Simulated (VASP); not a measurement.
Set up this calculation in VASP 6.6.1, as the native input.

- Task: single point
- Functional: PBEsol-based global hybrid with 25 % exact exchange
- Potentials or basis: VASP PAW PBE potentials, release 64 (Si, O)
- Cutoff: 520 eV
- k mesh: 5 × 5 × 5
- Occupations: fermi-dirac, width 0.05 eV
- Spin: no spin polarisation
- Dipole correction: no
- Grid for exact exchange (PRECFOCK): Normal
- Share of exact exchange: 0.25
- Further INCAR settings: ALGO = Normal; EDIFF = 1e-06; NBANDS = 12

The system is SiO.

```
Si O
1.0
     0.00000    2.43364    2.43364
     2.43364    0.00000    2.43364
     2.43364    2.43364    0.00000
Si O
1 1
Direct
  0.75000 0.75000 0.75000
  0.00000 0.00000 0.00000
```

These files were run (other wordings do the same):

POSCAR

```
SiO
1.0
    0.0000000000      2.4336400000      2.4336400000
    2.4336400000      0.0000000000      2.4336400000
    2.4336400000      2.4336400000      0.0000000000
Si O
1 1
Direct
    0.7500000000      0.7500000000      0.7500000000
    0.0000000000      0.0000000000      0.0000000000
```

INCAR.step1

```
  PREC = Accurate
  ENCUT = 520
  EDIFF = 1E-5
  ISMEAR = -1
  SIGMA = 0.05
  LREAL = F
  LASPH = T
  NELM = 100
  ALGO = Normal
  ISIF = 2
  LWAVE = T
  LCHARG = F
  GGA = PE
  NBANDS = 12
```

INCAR.step2

```
  PREC = Accurate
  ENCUT = 520
  EDIFF = 1E-6
  ISMEAR = -1
  SIGMA = 0.05
  LREAL = F
  LASPH = T
  NELM = 100
  ALGO = Normal
  ISIF = 2
  LWAVE = F
  LCHARG = F
  GGA = PS
  LHFCALC = T
  AEXX = 0.25
  PRECFOCK = Normal
  ISTART = 1
  NBANDS = 12
```

KPOINTS

```
regular mesh
0
Gamma
  5 5 5
```

Potentials or basis: VASP PAW PBE potentials, release 64 (Si, O).

Launch:

```sh
$ cat potpaw_PBE.64/Si/POTCAR potpaw_PBE.64/O/POTCAR > POTCAR
$ cp INCAR.step1 INCAR
$ mpirun -np 1 vasp_std > vasp.out
$ cp INCAR.step2 INCAR
$ mpirun -np 1 vasp_std > vasp.out
```

It gave:

| Property | Result |
| --- | --- |
| Pressure | -3.5 GPa |
| Band gap on the k mesh | 0.92 eV (least direct gap 1.69 eV) |

Caveat: the k points lie up to 0.45 Å⁻¹ apart; the PAW data sets were made with another functional, which shifts forces and pressure a little; an odd mesh through Γ misses points on the zone boundary, where band edges can lie.

It took 4.1 min on 1 thread of Intel(R) Xeon(R) Platinum 8488C (Sapphire Rapids), on a shared host, peak memory 0.15 GiB.
